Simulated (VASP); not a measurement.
Write the native input for VASP 6.6.1 that does the following.

* Task: single point
* Functional: r2SCAN
* Potentials or basis: VASP PAW PBE potentials, release 64 (P)
* Cutoff: 520 eV
* k mesh: 17 × 17 × 17
* Occupations: gaussian, width 0.05 eV
* Spin: no spin polarisation
* Dipole correction: no
* Further INCAR settings: ALGO = Normal; EDIFF = 1e-06; NBANDS = 8

Crystal: P.

```
CELL_PARAMETERS angstrom
2.43309 0.00000 0.00000
0.00000 2.43309 0.00000
0.00000 0.00000 2.43309
ATOMIC_POSITIONS crystal
P 0.00000 0.00000 0.00000
```

This isn't the form of P at room conditions, which is orthorhombic.

One way to write it, as run:

POSCAR

```
P
1.0
    2.4330859754      0.0000000000      0.0000000000
    0.0000000000      2.4330859754      0.0000000000
    0.0000000000      0.0000000000      2.4330859754
P
1
Direct
    0.0000000000      0.0000000000      0.0000000000
```

INCAR.step1

```
SYSTEM = P
  PREC = Accurate
  ENCUT = 520
  ISMEAR = 0
  SIGMA = 0.05
  LREAL = .False.
  LASPH = .True.
  NELM = 80
  NBANDS = 8
  GGA = PE
  ALGO = Normal
  EDIFF = 1E-4
  LWAVE = .True.
  LCHARG = .False.
```

INCAR.step2

```
SYSTEM = P
  PREC = Accurate
  ENCUT = 520
  EDIFF = 1E-6
  ISMEAR = 0
  SIGMA = 0.05
  LREAL = .False.
  LASPH = .True.
  NELM = 80
  ALGO = Normal
  ISIF = 2
  LWAVE = .False.
  LCHARG = .True.
  METAGGA = R2SCAN
  LMIXTAU = .True.
  LELF = .True.
  LVHAR = .True.
  NBANDS = 8
  ISTART = 1
```

KPOINTS

```
Automatic mesh
0
Gamma
  17 17 17
  0 0 0
```

Potentials or basis: VASP PAW PBE potentials, release 64 (P).

The run is started by

```sh
$ cat potpaw_PBE.64/P/POTCAR > POTCAR
$ cp INCAR.step1 INCAR
$ mpirun -np 1 vasp_std > vasp.out
$ cp INCAR.step2 INCAR
$ mpirun -np 1 vasp_std > vasp.out
```

Results of the run:

```json
{"Pressure": "-0.5 GPa", "Band gap on the k mesh": "zero (an odd number of electrons rules out a gap without spin polarisation)"}
```

Caveat: the PAW data sets were made with another functional, which shifts forces and pressure a little.

Wall time 54 s on 1 thread of Intel Xeon 8259CL, on a shared host, peak memory 0.12 GiB.
